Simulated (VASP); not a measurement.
# PbSe in VASP: single point with PBE

Aim: the single point of PbSe with PBE.

Everything below comes from runs of VASP 6.6.1. Logs are shortened: lines on timing, memory, paths and dates and some standing lists are left out, and cuts for length are marked.

## 1. The cell of the first run

The cell holds a slab with vacuum, 10 atoms: a = 4.397 Å, b = 4.397 Å, c = 27.436 Å, α = 90.00°, β = 90.00°, γ = 90.00°.

## 2. Single point, PBE

File INCAR:

```
PREC = Accurate ; ENCUT = 520
EDIFF = 1E-6 ; ISMEAR = 0
SIGMA = 0.05 ; LREAL = False
LASPH = True ; NELM = 80
ALGO = Normal ; ISIF = 2
LWAVE = False ; LCHARG = False
LDIPOL = True ; IDIPOL = 3
DIPOL = 0.5 0.5 0.500 ; GGA = PE
NBANDS = 61
```

File KPOINTS:

```
regular mesh
0
Gamma
  8 8 1
```

File POSCAR:

```
PbSe
1.0
    4.3967104792      0.0000000000      0.0000000000
    0.0000000000      4.3967104792      0.0000000000
    0.0000000000      0.0000000000     27.4357751789
Pb Se
5 5
Direct
    0.5000000000      0.5000000000      0.2733657041
    0.0000000000      0.0000000000      0.3866828521
    0.5000000000      0.5000000000      0.5000000000
    0.0000000000      0.0000000000      0.6133171479
    0.5000000000      0.5000000000      0.7266342959
    0.0000000000      0.0000000000      0.2733657041
    0.5000000000      0.5000000000      0.3866828521
    0.0000000000      0.0000000000      0.5000000000
    0.5000000000      0.5000000000      0.6133171479
    0.0000000000      0.0000000000      0.7266342959
```

Potentials or basis: VASP PAW PBE potentials, release 64 (Pb_d, Se).

Started as:

```sh
$ cat potpaw_PBE.64/Pb_d/POTCAR potpaw_PBE.64/Se/POTCAR > POTCAR
$ mpirun -np 1 vasp_std > vasp.out
```

OUTCAR:

```text
PREC = Accurate
   ENCUT = 520
   EDIFF = 1E-6
   ISMEAR = 0
   LREAL = False
   LASPH = True
   NELM = 80
   ISIF = 2
   GGA = PE

 ion  position               nearest neighbor table
   1  0.500  0.500  0.273-   6 3.11   6 3.11   6 3.11   6 3.11   7 3.11
   2  0.000  0.000  0.387-   8 3.11   7 3.11   7 3.11   7 3.11   7 3.11   6 3.11
   3  0.500  0.500  0.500-   7 3.11   9 3.11   8 3.11   8 3.11   8 3.11   8 3.11
   4  0.000  0.000  0.613-   8 3.11   9 3.11   9 3.11   9 3.11   9 3.11  10 3.11
   5  0.500  0.500  0.727-  10 3.11  10 3.11  10 3.11  10 3.11   9 3.11
   6  0.000  0.000  0.273-   1 3.11   1 3.11   1 3.11   1 3.11   2 3.11
   7  0.500  0.500  0.387-   3 3.11   2 3.11   2 3.11   2 3.11   2 3.11   1 3.11
   8  0.000  0.000  0.500-   2 3.11   4 3.11   3 3.11   3 3.11   3 3.11   3 3.11
   9  0.500  0.500  0.613-   3 3.11   4 3.11   4 3.11   4 3.11   4 3.11   5 3.11
  10  0.000  0.000  0.727-   5 3.11   5 3.11   5 3.11   5 3.11   4 3.11

  LATTYP: Found a simple tetragonal cell.
 ALAT       =     4.3967104792
 C/A-ratio  =     6.2400686397

  Lattice vectors:

 A1 = (   4.3967104792,   0.0000000000,   0.0000000000)
 A2 = (   0.0000000000,   4.3967104792,   0.0000000000)
 A3 = (   0.0000000000,   0.0000000000,  27.4357751789)

Analysis of symmetry for initial positions (statically):
=====================================================================
 Subroutine PRICEL returns:
 Original cell was already a primitive cell.

 Routine SETGRP: Setting up the symmetry group for a
 simple tetragonal supercell.

 Subroutine GETGRP returns: Found 16 space group operations
 (whereof 16 operations were pure point group operations)
 out of a pool of 16 trial point group operations.

The static configuration has the point symmetry D_4h.

Analysis of symmetry for dynamics (positions and initial velocities):
=====================================================================
 Subroutine PRICEL returns:
 Original cell was already a primitive cell.

 Routine SETGRP: Setting up the symmetry group for a
 simple tetragonal supercell.

 Subroutine GETGRP returns: Found 16 space group operations
 (whereof 16 operations were pure point group operations)
 out of a pool of 16 trial point group operations.

The dynamic configuration has the point symmetry D_4h.

 Subroutine INISYM returns: Found 16 space group operations
 (whereof 16 operations are pure point group operations),
 and found     1 'primitive' translations

----------------------------------------------------------------------------------------

                                     Primitive cell

  volume of cell :     530.3627

[... 113 lines left out ...]
     AMIX     =   0.40;   BMIX     =  1.00
     AMIX_MAG =   1.60;   BMIX_MAG =  1.00
  volume/ion in A,a.u.               =      53.04       357.91
  Fermi-wavevector in a.u.,A,eV,Ry     =   0.938751  1.773983 11.990186  0.881254
  Thomas-Fermi vector in A             =   2.065994
   LORBIT       =      0    0 simple, 1 ext, 2 COOP (PROOUT), +10 PAW based schemes
   GGA     = PE    functional components
   LHFCALC =     F    Hartree Fock is set to
   AEXX    =    0.0000 exact exchange contribution
   IVDW    =     0    specifies the selected vdW correction
   LEPSILON=     F    determine dielectric tensor
   LRPA    =     F    only Hartree local field effects (RPA)
 non-spin polarized calculation
 Gauss-broadening in eV      SIGMA  =   0.05
  energy-cutoff  :      520.00
  volume of cell :      530.36
 maximum number of plane-waves:     14339
 NGX is ok and might be reduce to    36
   NGX = 17   NGY = 17   NGZ =103

 number of electron     100.0000000 magnetization

 number of electron      99.9999991 magnetization

 dipolmoment           0.000000      0.000000     -0.000000 electrons x Angstroem

 Free energy of the ion-electron system (eV)
  ---------------------------------------------------
  ext. energy  EPLUGINS =         0.00000000
  ---------------------------------------------------
  free energy    TOTEN  =       -40.42635204 eV

  energy without entropy =      -40.42635204  energy(sigma->0) =      -40.42635204

 E-fermi :   0.7378     XC(G=0):  -5.7217

 val. band max:        0.4904775941   @ k =   0.5000   0.0000   0.0000
 cond. band min:       1.2653075744   @ k =   0.5000   0.0000   0.0000
 fundamental gap:      0.7748299803
 Fermi energy:         0.7378330555

 k-point     1 :       0.0000    0.0000    0.0000
  band No.  band energies     occupation
      1     -16.2828      2.00000
      2     -16.2815      2.00000
      3     -16.2361      2.00000
      4     -16.2129      2.00000
      5     -16.2129      2.00000
      6     -16.2129      2.00000
[... 949 lines left out ...]
     60       5.6728      0.00000
     61       5.6728      0.00000

------------------------ aborting loop because EDIFF is reached ----------------------------------------

 vacuum level on the upper side and lower side of the slab       (xc-potential included)        -0.107        -0.107

  FORCE on cell =-STRESS in cart. coord.  units (eV):
  Direction    XX          YY          ZZ          XY          YZ          ZX
  --------------------------------------------------------------------------------------
  -------------------------------------------------------------------------------------
  Total       -1.4575367     -1.4575367     -3.0551368      0.0000000      0.0000000      0.0000000
  in kB       -4.4030855     -4.4030855     -9.2292894      0.0000000      0.0000000      0.0000000
  external PRESSURE =      -6.0118201 kB  Pullay stress =       0.0000000 kB

 VOLUME and BASIS-vectors are now :
 -----------------------------------------------------------------------------
  energy-cutoff  :      520.00
  volume of cell :      530.36
      direct lattice vectors                 reciprocal lattice vectors
     4.396710479  0.000000000  0.000000000     0.227442768  0.000000000  0.000000000
     0.000000000  4.396710479  0.000000000     0.000000000  0.227442768  0.000000000
     0.000000000  0.000000000 27.435775179     0.000000000  0.000000000  0.036448761

 POSITION                                       TOTAL-FORCE (eV/Angst)
 -----------------------------------------------------------------------------------
      2.19836      2.19836      7.50000         0.000000     -0.000000      0.401620
      0.00000      0.00000     10.60894         0.000000      0.000000     -0.308353
      2.19836      2.19836     13.71789         0.000000      0.000000      0.000000
      0.00000      0.00000     16.82683         0.000000      0.000000      0.308353
      2.19836      2.19836     19.93578        -0.000000     -0.000000     -0.401620
      0.00000      0.00000      7.50000         0.000000      0.000000      0.139370
      2.19836      2.19836     10.60894         0.000000     -0.000000     -0.295280
      0.00000      0.00000     13.71789         0.000000      0.000000      0.000000
      2.19836      2.19836     16.82683        -0.000000     -0.000000      0.295280
      0.00000      0.00000     19.93578         0.000000      0.000000     -0.139370
 -----------------------------------------------------------------------------------
    total drift:                                0.000000      0.000000      0.000000

  FREE ENERGIE OF THE ION-ELECTRON SYSTEM (eV)
  ---------------------------------------------------
  free  energy   TOTEN  =       -40.4263520395 eV

  energy  without entropy=      -40.4263520395  energy(sigma->0) =      -40.42635204

 vacuum level on the upper side and lower side of the slab         4.886         4.886
```

OSZICAR:

```text
N       E                     dE             d eps       ncg     rms          rms(c)
DAV:   1     0.106497567531E+04    0.10650E+04   -0.43289E+04  1894   0.148E+03
DAV:   2     0.991634535715E+02   -0.96581E+03   -0.93743E+03  2031   0.398E+02
DAV:   3    -0.342267410406E+02   -0.13339E+03   -0.13089E+03  2268   0.183E+02
[... 15 lines left out ...]
DAV:  19    -0.404263130778E+02   -0.58514E-04   -0.33315E-06  1472   0.350E-03    0.914E-04
DAV:  20    -0.404263408469E+02   -0.27769E-04   -0.22506E-06  1551   0.258E-03    0.432E-04
DAV:  21    -0.404263500126E+02   -0.91656E-05   -0.81509E-07  1482   0.196E-03    0.177E-04
DAV:  22    -0.404263517324E+02   -0.17198E-05   -0.74993E-08  1378   0.827E-04    0.159E-04
DAV:  23    -0.404263520395E+02   -0.30711E-06   -0.24407E-08  1272   0.628E-04
   1 F= -.40426352E+02 E0= -.40426352E+02  d E =-.216921E-13
```

Wall time 16 min (1 thread of Intel Xeon Platinum 8375C at 2.90GHz (Ice Lake), shared host); peak memory 0.77 GiB.

What came out:

```yaml
Free_energy: -40.4264 eV
Largest_force: 0.402 eV/Å
Band_gap_on_the_k_mesh: 0.77 eV
```

Forces in eV/Å, atoms in the order of the input:
```
Pb   0.000  0.000  0.402
Pb   0.000  0.000 -0.308
Pb   0.000  0.000  0.000
Pb   0.000  0.000  0.308
Pb   0.000  0.000 -0.402
Se   0.000  0.000  0.139
Se   0.000  0.000 -0.295
Se   0.000  0.000  0.000
Se   0.000  0.000  0.295
Se   0.000  0.000 -0.139
```

Caveat: spin-orbit coupling is left out, which moves the levels of the heavy elements.
